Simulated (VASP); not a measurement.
# SnSe2 (C2/m) in VASP: notebook

Runs on SnSe2. Level: PBE. Tasks: single point.

All numbers are computed with VASP 6.6.1; they aren't measurements. Logs are shortened: lines on timing, memory, paths and dates and some standing lists are left out, and cuts for length are marked.

**1. The cell of the first run**

Symmetry: C2/m, No. 12, monoclinic system. The conventional cell has a = 5.611 Å, b = 3.811 Å, c = 6.137 Å, α = 90.00°, β = 90.00°, γ = 90.00°. Within 3.2 Å of Sn (site symmetry 2/m) lie 6 Se at 2.42 to 2.62 Å. Within 3.2 Å of Se (site symmetry m) lie 3 Sn at 2.42 to 2.62 Å.

**2. Single point, PBE (strain -0.1500 x Voigt [0, 1, 0, 0, 0, 0])**

File INCAR:

```
  PREC = Accurate
  ENCUT = 520
  EDIFF = 1E-6
  ISMEAR = 0
  SIGMA = 0.05
  LREAL = F
  LASPH = T
  NELM = 100
  ALGO = Normal
  ISIF = 2
  LWAVE = F
  LCHARG = T
  GGA = PE
  LELF = T
  LVHAR = T
  NBANDS = 20
```

File KPOINTS:

```
Automatic mesh
0
Gamma
  12 12 6
```

File POSCAR:

```
SnSe2
1.0
    3.8109987816      0.0000000000      0.0000000000
   -1.9054993908      2.8053584948      0.0000000000
    0.0000000000      0.0000000000      6.1370000000
Sn Se
1 2
Direct
    0.0000000000      0.0000000000      0.0000000000
    0.3333333333      0.6666666667      0.2500000000
    0.6666666667      0.3333333333      0.7500000000
```

Potentials or basis: VASP PAW PBE potentials, release 64 (Sn_d, Se).

On the command line:

```
$ cat potpaw_PBE.64/Sn_d/POTCAR potpaw_PBE.64/Se/POTCAR > POTCAR
$ mpirun -np 1 vasp_std > vasp.out
```

OUTCAR:

```text
PREC = Accurate
   ENCUT = 520
   EDIFF = 1E-6
   ISMEAR = 0
   LREAL = F
   LASPH = T
   NELM = 100
   ISIF = 2
   GGA = PE

 ion  position               nearest neighbor table
   1  0.000  0.000  0.000-   2 2.42   3 2.42   3 2.62   2 2.62   3 2.62   2 2.62
   2  0.333  0.667  0.250-   1 2.42   1 2.62   1 2.62
   3  0.667  0.333  0.750-   1 2.42   1 2.62   1 2.62

  Warning from LATTYP: Monoclinic adjustment (A1->A3, A2->A1, A3->A2)!
  LATTYP: Found a base centered orthorhombic cell.
 ALAT       =     3.8109987816
 B/A-ratio  =     1.4722431864
 C/A-ratio  =     1.6103390087

  Lattice vectors:

 A1 = (   1.9054993908,  -2.8053584948,   0.0000000000)
 A2 = (   1.9054993908,   2.8053584948,   0.0000000000)
 A3 = (   0.0000000000,   0.0000000000,   6.1370000000)

Analysis of symmetry for initial positions (statically):
=====================================================================
 Subroutine PRICEL returns:
 Original cell was already a primitive cell.

 Routine SETGRP: Setting up the symmetry group for a
 base centered orthorhombic supercell.

 Subroutine GETGRP returns: Found  4 space group operations
 (whereof  4 operations were pure point group operations)
 out of a pool of  8 trial point group operations.

The static configuration has the point symmetry C_2h.

Analysis of symmetry for dynamics (positions and initial velocities):
=====================================================================
 Subroutine PRICEL returns:
 Original cell was already a primitive cell.

 Routine SETGRP: Setting up the symmetry group for a
 base centered orthorhombic supercell.

 Subroutine GETGRP returns: Found  4 space group operations
 (whereof  4 operations were pure point group operations)
 out of a pool of  8 trial point group operations.

The dynamic configuration has the point symmetry C_2h.

 Subroutine INISYM returns: Found  4 space group operations
 (whereof  4 operations are pure point group operations),
 and found     1 'primitive' translations

----------------------------------------------------------------------------------------

                                     Primitive cell

  volume of cell :      65.6120

  direct lattice vectors                    reciprocal lattice vectors
     3.810998782  0.000000000  0.000000000     0.262398405  0.178230341  0.000000000
    -1.905499391  2.805358495  0.000000000     0.000000000  0.356460681  0.000000000
     0.000000000  0.000000000  6.137000000     0.000000000  0.000000000  0.162946065

  length of vectors
     3.810998782  3.391307154  6.137000000     0.317204945  0.356460681  0.162946065

  position of ions in fractional coordinates (direct lattice)
     0.000000000  0.000000000  0.000000000
     0.333333333  0.666666667  0.250000000
     0.666666667  0.333333333  0.750000000

  ion indices of the primitive-cell ions
   primitive index   ion index
                 1           1
                 2           2
                 3           3

----------------------------------------------------------------------------------------

 KPOINTS: Automatic mesh

Automatic generation of k-mesh.
 Grid dimensions read from file:
 generate k-points for:   12   12    6

 Generating k-lattice:

  Cartesian coordinates                     Fractional coordinates (reciprocal lattice)
     0.021866534  0.014852528  0.000000000     0.083333333  0.000000000  0.000000000
     0.000000000  0.029705057  0.000000000     0.000000000  0.083333333  0.000000000
     0.000000000  0.000000000  0.027157677     0.000000000  0.000000000  0.166666667

  Length of vectors
     0.026433745  0.029705057  0.027157677

  Shift w.r.t. Gamma in fractional coordinates (k-lattice)
     0.000000000  0.000000000  0.000000000

 Subroutine IBZKPT returns following result:
 ===========================================

 Found    242 irreducible k-points:

 Following reciprocal coordinates:
            Coordinates               Weight
  0.000000  0.000000  0.000000      1.000000
  0.083333  0.000000  0.000000      4.000000
  0.166667  0.000000  0.000000      4.000000
  0.250000  0.000000  0.000000      4.000000
  0.333333  0.000000  0.000000      4.000000
  0.416667  0.000000  0.000000      4.000000
[... 16 lines left out ...]
  0.333333  0.166667  0.000000      4.000000
  0.416667  0.166667  0.000000      4.000000
 [... further k-points ...]
   k-points           NKPTS =    242   k-points in BZ     NKDIM =    242   number of bands    NBANDS=     20
   number of dos      NEDOS =    301   number of ions     NIONS =      3
   total plane-waves  NPLWV =  37632
   dimension x,y,z NGX =    28 NGY =   28 NGZ =   48
   dimension x,y,z NGXF=    56 NGYF=   56 NGZF=   96
   ions per type =               1   2
   NGX,Y,Z   is equivalent  to a cutoff of  12.21, 13.73, 13.00 a.u.
   NGXF,Y,Z  is equivalent  to a cutoff of  24.43, 27.45, 26.01 a.u.
 SYSTEM =  unknown system
   PREC   = accura    normal or accurate (medium, high low for compatibility)
   ISTART =      0    job   : 0-new  1-cont  2-samecut
   ICHARG =      2    charge: 1-file 2-atom 10-const
   ISPIN  =      1    spin polarized calculation?
   LNONCOLLINEAR =      F non collinear calculations
   LSORBIT =      F    spin-orbit coupling
   LASPH  =      T    aspherical Exc in radial PAW
   ENCUT  =  520.0 eV  38.22 Ry    6.18 a.u.   7.09  6.31 11.41*2*pi/ulx,y,z
   NELM   =    100;   NELMIN=  2; NELMDL= -5     # of ELM steps
   EDIFF  = 0.1E-05   stopping-criterion for ELM
   LREAL  =      F    real-space projection
   EDIFFG = 0.1E-04   stopping-criterion for IOM
   NSW    =      0    number of steps for IOM
   IBRION =     -1    ionic relax: 0-MD 1-quasi-New 2-CG
   NFREE  =      0    steps in history (QN), initial steepest desc. (CG)
   ISIF   =      2    stress and relaxation
   ISYM   =      2    0-nonsym 1-usesym 2-fastsym
   POTIM  = 0.5000    time-step for ionic-motion
   TEBEG  =    0.0;   TEEND  =   0.0 temperature during run
   PSTRESS=    0.0 pullay stress
   NELECT =      26.0000    total number of electrons
   NUPDOWN=      -1.0000    fix difference up-down
   EMIN   =  10.00;   EMAX   =-10.00  energy-range for DOS
   EFERMI =   0.00;   METHOD = LEGACY
   ISMEAR =     0;   SIGMA  =   0.05  broadening in eV -4-tet -1-fermi 0-gaus
   EFERMI_NEDOS =   21; number of points for ismear=-14 and -15
   IALGO  =     38    algorithm
   IMIX   =      4    mixing-type and parameters
     AMIX     =   0.40;   BMIX     =  1.00
     AMIX_MAG =   1.60;   BMIX_MAG =  1.00
  volume/ion in A,a.u.               =      21.87       147.59
  Fermi-wavevector in a.u.,A,eV,Ry     =   1.202462  2.272324 19.672880  1.445916
  Thomas-Fermi vector in A             =   2.338243
   LORBIT       =      0    0 simple, 1 ext, 2 COOP (PROOUT), +10 PAW based schemes
   GGA     = PE    functional components
   LHFCALC =     F    Hartree Fock is set to
   AEXX    =    0.0000 exact exchange contribution
   IVDW    =     0    specifies the selected vdW correction
   LEPSILON=     F    determine dielectric tensor
   LRPA    =     F    only Hartree local field effects (RPA)
 non-spin polarized calculation
 Gauss-broadening in eV      SIGMA  =   0.05
  energy-cutoff  :      520.00
  volume of cell :       65.61
 maximum number of plane-waves:      1786
   NGX = 15   NGY = 13   NGZ = 23

 number of electron      26.0000003 magnetization

 Free energy of the ion-electron system (eV)
  ---------------------------------------------------
  ext. energy  EPLUGINS =         0.00000000
  ---------------------------------------------------
  free energy    TOTEN  =       -10.39298539 eV

  energy without entropy =      -10.39209046  energy(sigma->0) =      -10.39253792

 E-fermi :   6.4271     XC(G=0): -10.2043

 val. band max:        6.4260650101   @ k =   0.1667   0.0000   0.0000
 cond. band min:       6.4300634331   @ k =   0.2500   0.0000   0.0000
 fundamental gap:      0.0039984230
 Fermi energy:         6.4270779245

 k-point     1 :       0.0000    0.0000    0.0000
  band No.  band energies     occupation
      1     -15.5422      2.00000
      2     -15.5012      2.00000
      3     -15.4273      2.00000
      4     -15.3879      2.00000
      5     -15.3714      2.00000
      6      -9.3571      2.00000
[... 12 lines left out ...]
     19      14.3116      0.00000
     20      16.4668      0.00000

 k-point     2 :       0.0833    0.0000    0.0000
  band No.  band energies     occupation
      1     -15.5408      2.00000
      2     -15.5033      2.00000
      3     -15.4248      2.00000
      4     -15.3874      2.00000
      5     -15.3746      2.00000
      6      -9.2698      2.00000
[... 12 lines left out ...]
     19      14.2740      0.00000
     20      15.5727      0.00000

 k-point     3 :       0.1667    0.0000    0.0000
  band No.  band energies     occupation
      1     -15.5520      2.00000
      2     -15.4977      2.00000
      3     -15.4196      2.00000
      4     -15.3860      2.00000
      5     -15.3781      2.00000
      6      -9.0112      2.00000
[... 12 lines left out ...]
     19      14.7893      0.00000
     20      14.9011      0.00000

 k-point     4 :       0.2500    0.0000    0.0000
  band No.  band energies     occupation
      1     -15.5816      2.00000
      2     -15.4851      2.00000
      3     -15.4192      2.00000
      4     -15.3763      2.00000
      5     -15.3739      2.00000
      6      -8.5944      2.00000
[... 429 lines left out ...]
 k-point    23 :       0.3333    0.1667    0.0000
  band No.  band energies     occupation
      1     -15.6345      2.00000
      2     -15.4740      2.00000
      3     -15.4336      2.00000
      4     -15.3745      2.00000
      5     -15.3223      2.00000
      6      -7.0943      2.00000
[... 12 lines left out ...]
     19      13.9115      0.00000
     20      15.9781      0.00000

 k-point    24 :       0.4167    0.1667    0.0000
  band No.  band energies     occupation
      1     -15.6249      2.00000
      2     -15.4834      2.00000
      3     -15.4320      2.00000
      4     -15.3703      2.00000
      5     -15.3312      2.00000
      6      -6.8792      2.00000
[... 12 lines left out ...]
     19      15.0204      0.00000
     20      16.1694      0.00000

 [... further k-points ...]

------------------------ aborting loop because EDIFF is reached ----------------------------------------

  FORCE on cell =-STRESS in cart. coord.  units (eV):
  Direction    XX          YY          ZZ          XY          YZ          ZX
  --------------------------------------------------------------------------------------
  -------------------------------------------------------------------------------------
  Total        7.7540848     15.3857185      8.7935211      0.0000000      2.9449094      0.0000000
  in kB      189.3467375    375.7033471    214.7286995      0.0000000     71.9116442      0.0000000
  external PRESSURE =     259.9262614 kB  Pullay stress =       0.0000000 kB

 VOLUME and BASIS-vectors are now :
 -----------------------------------------------------------------------------
  energy-cutoff  :      520.00
  volume of cell :       65.61
      direct lattice vectors                 reciprocal lattice vectors
     3.810998782  0.000000000  0.000000000     0.262398405  0.178230341  0.000000000
    -1.905499391  2.805358495  0.000000000     0.000000000  0.356460681  0.000000000
     0.000000000  0.000000000  6.137000000     0.000000000  0.000000000  0.162946065

 POSITION                                       TOTAL-FORCE (eV/Angst)
 -----------------------------------------------------------------------------------
      0.00000      0.00000      0.00000        -0.000000      0.000000      0.000000
     -0.00000      1.87024      1.53425         0.000000      0.935475      2.441040
      1.90550      0.93512      4.60275         0.000000     -0.935475     -2.441040
 -----------------------------------------------------------------------------------
    total drift:                               -0.000000     -0.000000     -0.000000

  FREE ENERGIE OF THE ION-ELECTRON SYSTEM (eV)
  ---------------------------------------------------
  free  energy   TOTEN  =       -10.3929853857 eV

  energy  without entropy=      -10.3920904571  energy(sigma->0) =      -10.39253792
```

Wall time 6.2 min (1 thread of Intel Xeon 8259CL, shared host); peak memory 0.42 GiB.

What came out:

* Free energy: -10.3930 eV
* Pressure: 26.0 GPa
* Largest force: 2.614 eV/Å
* Band gap on the k mesh: zero (bands 13 and 14 overlap by 0.28 eV)

Forces on the atoms (eV/Å):
```
Sn   0.000  0.000  0.000
Se   0.000  0.935  2.441
Se   0.000 -0.935 -2.441
```

Caveat: the cell differs from its parent crystal (strain -0.1500 x Voigt [0, 1, 0, 0, 0, 0]); the cell stands under pressure; semilocal functionals underestimate gaps, so a narrow gap can read as zero; spin-orbit coupling is left out, which moves the levels of the heavy elements; this functional lacks dispersion, which binds the layers, so the pressure and a relaxed spacing across them are unreliable; forces of over 1 eV/Å act on the atoms, so gaps and moduli don't describe the material at rest.

**3. Single point, PBE (strain +0.1500 x Voigt [0, 1, 0, 0, 0, 0])**

File INCAR:

```
SYSTEM = SnSe2
  PREC = Accurate
  ENCUT = 520
  EDIFF = 1E-6
  ISMEAR = 0
  SIGMA = 0.05
  LREAL = .FALSE.
  LASPH = .TRUE.
  NELM = 80
  ALGO = Normal
  ISIF = 2
  LWAVE = .FALSE.
  LCHARG = .FALSE.
  GGA = PE
  NBANDS = 20
```

File KPOINTS:

```
Automatic mesh
0
G
  12 12 6
  0 0 0
```

POSCAR, as its differences from that of step 2:

```diff
@@ -3,3 +3,3 @@
     3.8109987816      0.0000000000      0.0000000000
-   -1.9054993908      2.8053584948      0.0000000000
+   -1.9054993908      3.7954850224      0.0000000000
     0.0000000000      0.0000000000      6.1370000000
```

Potentials or basis: VASP PAW PBE potentials, release 64 (Sn_d, Se).

On the command line:

```
$ cat potpaw_PBE.64/Sn_d/POTCAR potpaw_PBE.64/Se/POTCAR > POTCAR
$ mpirun -np 1 vasp_std > vasp.out
```

Wall time 5.8 min (1 thread of Intel Xeon 8259CL, shared host); peak memory 0.51 GiB.

The run converged. Its results:

| Property | Result |
| --- | --- |
| Free energy | -11.5830 eV |
| Pressure | -2.6 GPa |
| Largest force | 0.137 eV/Å |
| Band gap on the k mesh | zero (filled and empty bands touch) |

Forces in eV/Å, atoms in the order of the input:
```
Sn   0.000  0.000  0.000
Se   0.000  0.118 -0.071
Se   0.000 -0.118  0.071
```

Stress tensor (GPa, compression positive):
```
 0.10  0.00  0.00
 0.00 -7.65  0.85
 0.00  0.85 -0.34
```

Levels at points of the mesh, in eV from the Fermi level:
| k point | band 11 | band 12 | band 13 | band 14 | band 15 | band 16 |
| --- | --- | --- | --- | --- | --- | --- |
| (0.00, 0.00, 0.00) | -0.87 | -0.59 | -0.01 | -0.01 | 1.69 | 3.87 |
| (0.50, 0.00, 0.00) | -2.33 | -1.21 | -0.82 | 0.22 | 2.80 | 4.36 |
| (0.00, 0.50, 0.00) | -2.10 | -1.28 | -0.19 | 1.29 | 3.96 | 5.31 |
| (0.00, 0.00, 0.50) | -1.13 | -0.97 | -0.43 | 1.32 | 1.60 | 3.56 |
| (0.50, 0.00, 0.50) | -1.72 | -1.31 | -1.12 | 0.35 | 3.39 | 4.65 |
| (0.00, 0.50, 0.50) | -1.92 | -0.80 | -0.54 | 0.69 | 4.19 | 4.67 |

Caveat: the cell differs from its parent crystal (strain +0.1500 x Voigt [0, 1, 0, 0, 0, 0]); semilocal functionals underestimate gaps, so a narrow gap can read as zero; spin-orbit coupling is left out, which moves the levels of the heavy elements; this functional lacks dispersion, which binds the layers, so the pressure and a relaxed spacing across them are unreliable.

**4. Single point, PBE (strain -0.1125 x Voigt [0, 1, 0, 0, 0, 0])**

File INCAR:

```
PREC     = Accurate       # precision mode
ENCUT    = 520            # plane-wave cutoff, eV
EDIFF    = 1E-6           # SCF threshold, eV
ISMEAR   = 0              # smearing method
SIGMA    = 0.05           # smearing width, eV
LREAL    = F              # projectors in reciprocal space
LASPH    = T              # aspherical terms in the spheres
NELM     = 80             # most SCF steps
ALGO     = Normal         # electronic algorithm
ISIF     = 2              # what is computed and relaxed
LWAVE    = F              # write WAVECAR
LCHARG   = F              # write CHGCAR
GGA      = PE             # functional
NBANDS   = 20             # bands
```

File KPOINTS:

```
Automatic mesh
0
Gamma
  12 12 6
```

POSCAR, as its differences from that of step 3:

```diff
@@ -3,3 +3,3 @@
     3.8109987816      0.0000000000      0.0000000000
-   -1.9054993908      3.7954850224      0.0000000000
+   -1.9054993908      2.9291243108      0.0000000000
     0.0000000000      0.0000000000      6.1370000000
```

On the command line:

```
$ cat potpaw_PBE.64/Sn_d/POTCAR potpaw_PBE.64/Se/POTCAR > POTCAR
$ mpirun -np 1 vasp_std > vasp.out
```

Wall time 6.7 min (1 thread of Intel Xeon 8259CL, shared host); peak memory 0.43 GiB.

It converged, with:

| Quantity | Value |
| --- | --- |
| Free energy | -10.9697 eV |
| Pressure | 18.9 GPa |
| Largest force | 1.938 eV/Å |
| Band gap on the k mesh | 0.08 eV (least direct gap 1.33 eV) |

Forces in eV/Å, atoms in the order of the input:
```
Sn   0.000  0.000  0.000
Se   0.000  0.531  1.864
Se   0.000 -0.531 -1.864
```

Stress tensor (GPa, compression positive):
```
13.88  0.00  0.00
 0.00 26.66  3.88
 0.00  3.88 16.18
```

Levels at points of the mesh, in eV from the valence-band top:
```
           k point  band 9  band 10  band 11  band 12  band 13  band 14  band 15  band 16  band 17  band 18
(0.00, 0.00, 0.00)   -1.03    -1.00    -0.69    -0.24    -0.19     1.79     2.83     4.20     6.12     7.56
(0.50, 0.00, 0.00)   -5.63    -3.99    -2.51    -1.96    -0.18     1.58     4.21     5.11     5.95     6.66
(0.00, 0.50, 0.00)   -5.49    -3.93    -3.48    -1.68    -1.20     0.24     2.75     4.59     4.71     7.08
(0.00, 0.00, 0.50)   -3.14    -1.08    -0.55    -0.54    -0.01     2.82     3.24     3.96     5.90     7.64
(0.50, 0.00, 0.50)   -6.04    -2.98    -2.23    -1.32    -0.55     0.82     3.71     4.76     5.16     6.81
(0.00, 0.50, 0.50)   -5.94    -3.77    -2.70    -1.62    -1.49     0.30     3.40     4.30     5.21     5.66
```

Caveat: the cell differs from its parent crystal (strain -0.1125 x Voigt [0, 1, 0, 0, 0, 0]); the cell stands under pressure; spin-orbit coupling is left out, which moves the levels of the heavy elements; this functional lacks dispersion, which binds the layers, so the pressure and a relaxed spacing across them are unreliable; forces of over 1 eV/Å act on the atoms, so gaps and moduli don't describe the material at rest. A k mesh can miss the band edges.

(Continued in part 2 of 2.)
